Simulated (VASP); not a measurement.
Set up this calculation in VASP 6.6.1, as the native input.

- Task: single point
- Functional: PBE
- Potentials or basis: VASP PAW PBE potentials, release 64 (Mo_sv)
- Cutoff: 520 eV
- k mesh: 7 × 7 × 4
- Occupations: fermi-dirac, width 0.1 eV
- Spin: no spin polarisation
- Dipole correction: no
- Further INCAR settings: ALGO = Normal; EDIFF = 1e-06; NBANDS = 21

The structure of Mo lies in POSCAR:

```
Mo
1.0
    2.7597763899      0.0000000000      0.0000000000
   -1.3798881949      2.3900364624      0.0000000000
    0.0000000000      0.0000000000      4.8864518802
Mo
2
Direct
    0.3333333333      0.6666666667      0.2500000000
    0.6666666667      0.3333333333      0.7500000000
```

The input as run:

INCAR

```
SYSTEM = Mo
PREC = Accurate
ENCUT = 520
EDIFF = 1E-6
ISMEAR = -1
SIGMA = 0.1
LREAL = .False.
LASPH = .True.
NELM = 80
ALGO = Normal
ISIF = 2
LWAVE = .False.
LCHARG = .False.
GGA = PE
NBANDS = 21
```

KPOINTS

```
Automatic mesh
0
Gamma
  7 7 4
  0 0 0
```

Potentials or basis: VASP PAW PBE potentials, release 64 (Mo_sv).

Command:

```console
$ cat potpaw_PBE.64/Mo_sv/POTCAR > POTCAR
$ mpirun -np 1 vasp_std > vasp.out
```

It gave:

| Item | Value |
| --- | --- |
| Pressure | 1.3 GPa |
| Band gap on the k mesh | zero (band 14 reaches 13.05 eV, above the bottom of band 15 at 11.19 eV) |

Caveat: the k points lie up to 0.38 Å⁻¹ apart.

Wall time 5.5 s on 1 thread of Intel(R) Xeon(R) 6975P-C (Granite Rapids) (shared host), peak memory 0.15 GiB.
